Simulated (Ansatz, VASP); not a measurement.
# Two plane-wave programs on CaO

INCAR

```
SYSTEM = CaO
ALGO = Normal
EDIFF = 1E-6
ENCUT = 600
GGA = PS
GGA_COMPAT = .FALSE.
ISIF = 2
ISMEAR = 0
LASPH = .TRUE.
LCHARG = .FALSE.
LREAL = .FALSE.
LWAVE = .FALSE.
NBANDS = 15
NELM = 120
PREC = Accurate
SIGMA = 0.1
```

Contents of KPOINTS:

```
k-points
0
G
  6 6 6
  0 0 0
```

The input POSCAR:

```
CaO
1.0
    0.0000000000      2.4035557000      2.4035557000
    2.4035557000      0.0000000000      2.4035557000
    2.4035557000      2.4035557000      0.0000000000
Ca O
1 1
Direct
    0.0000000000      0.0000000000      0.0000000000
    0.5000000000      0.5000000000      0.5000000000
```

Input for Ansatz:

```yaml
crystal:
  lattice:
    - [0.0, 2.4035557, 2.4035557]
    - [2.4035557, 0.0, 2.4035557]
    - [2.4035557, 2.4035557, 0.0]
  atoms:
    - { symbol: Ca, position: [0.0, 0.0, 0.0] }
    - { symbol: O, position: [0.5, 0.5, 0.5] }
basis:
  ecutwfc: 420
kpoints:
  mp_grid: { grid: [6, 6, 6] }
hamiltonian:
  xc: pbesol
scf:
  occupations: { method: gaussian, width: 0.1 }
output:
  forces: true
  stress: true
  eigenvalues: true
```

Alike in both runs: task single point; functional PBEsol; k mesh 6 × 6 × 6; occupations gaussian, width 0.1 eV; no spin polarisation.

|  | VASP | Ansatz |
| --- | --- | --- |
| version | VASP 6.6.1 | Ansatz 0.2.0 |
| potentials or method | VASP PAW PBE potentials, release 64 (Ca_sv, O), cutoff 600 eV | scalar-relativistic, plane waves, PAW |
| valence electrons in the cell | 16 | 16 |

|  | VASP | Ansatz | Ansatz less VASP |
| --- | --- | --- | --- |
| gap on the k mesh at the Fermi level (eV) | 3.53 | 3.56 | +0.021 |
| least direct gap on the mesh (eV) | 3.91 | 3.93 | +0.019 |
| pressure (GPa) | -2.3 | -2.7 | -0.48 |

VASP's potentials were made for PBE, not for PBEsol. The functional is the same, so the differences come from potentials, cutoffs and numerics.
